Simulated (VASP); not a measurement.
Set up this calculation in VASP 6.6.1, as the native input.

| Property | Result |
| --- | --- |
| Task | single point |
| Functional | PBE |
| Potentials or basis | VASP PAW PBE potentials, release 64 (Bi_d, N) |
| Cutoff | 520 eV |
| k mesh | 6 × 6 × 6 |
| Occupations | gaussian, width 0.1 eV |
| Spin | no spin polarisation |
| Dipole correction | no |
| Further INCAR settings | ALGO = Normal; EDIFF = 1e-07; NBANDS = 17 |

The structure of BiN lies in POSCAR:

```
BiN
1.0
    0.0000000000      2.5576986700      2.5576986700
    2.5576986700      0.0000000000      2.5576986700
    2.5576986700      2.5576986700      0.0000000000
Bi N
1 1
Direct
    0.0000000000      0.0000000000      0.0000000000
    0.5000000000      0.5000000000      0.5000000000
```

The cell was built from a structure type or drawn by symmetry, and may not be a known phase.

One way to write it, as run:

INCAR

```
SYSTEM = BiN
  PREC = Accurate
  ENCUT = 520
  EDIFF = 1E-7
  ISMEAR = 0
  SIGMA = 0.1
  LREAL = .FALSE.
  LASPH = .TRUE.
  NELM = 60
  ALGO = Normal
  ISIF = 2
  LWAVE = .FALSE.
  LCHARG = .TRUE.
  GGA = PE
  LELF = .TRUE.
  LVHAR = .TRUE.
  NBANDS = 17
```

KPOINTS

```
Automatic mesh
0
G
  6 6 6
  0 0 0
```

Potentials or basis: VASP PAW PBE potentials, release 64 (Bi_d, N).

Command:

```bash
$ cat potpaw_PBE.64/Bi_d/POTCAR potpaw_PBE.64/N/POTCAR > POTCAR
$ mpirun -np 1 vasp_std > vasp.out
```

Results of the run:

```yaml
Pressure: 2.1 GPa
Band_gap_on_the_k_mesh: 1.06 eV
```

Caveat: spin-orbit coupling is left out, which moves the levels of the heavy elements.

Run time: 19 s on 1 thread of Intel Xeon 8259CL, on a shared host, peak memory 0.15 GiB.
